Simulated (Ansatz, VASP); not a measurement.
## One calculation of YPbF3, two programs

```xyz
10
Lattice="6.5476 0.0000 0.0000 -3.2738 5.6704 0.0000 0.0000 0.0000 5.1134" Properties=species:S:1:pos:R:3 pbc="T T T"
Y     0.0000    3.7803    3.8350
Y     3.2738    1.8901    1.2783
Pb    0.0000    0.0000    0.0000
Pb    0.0000    0.0000    2.5567
F     3.2738    3.3249    3.8350
F     2.0313    1.1727    3.8350
F     4.5164    1.1727    3.8350
F     0.0000    2.3455    1.2783
F     1.2426    4.4977    1.2783
F    -1.2426    4.4977    1.2783
```

Alike in both runs: functional PBE; k mesh 6 × 6 × 8; occupations gaussian, width 0.1 eV; no spin polarisation.

Ansatz relaxed the structure, and its values are those at the end. VASP's run is a single point on that final structure, the one shown.

```csv
,VASP,Ansatz
version,VASP 6.6.1,Ansatz 0.2.0
potentials or method,"VASP PAW PBE potentials, release 64 (Y_sv, Pb_d, F), cutoff 520 eV","scalar-relativistic, plane waves, PAW"
valence electrons in the cell,92,92
```

```csv
,VASP,Ansatz,Ansatz less VASP
gap on the k mesh at the Fermi level (eV),none,none,-
pressure (GPa),-0.2,0.0,+0.23
```

A gap of «none» marks a metal or a gap that the smearing closes.

Spin-orbit coupling is off throughout.
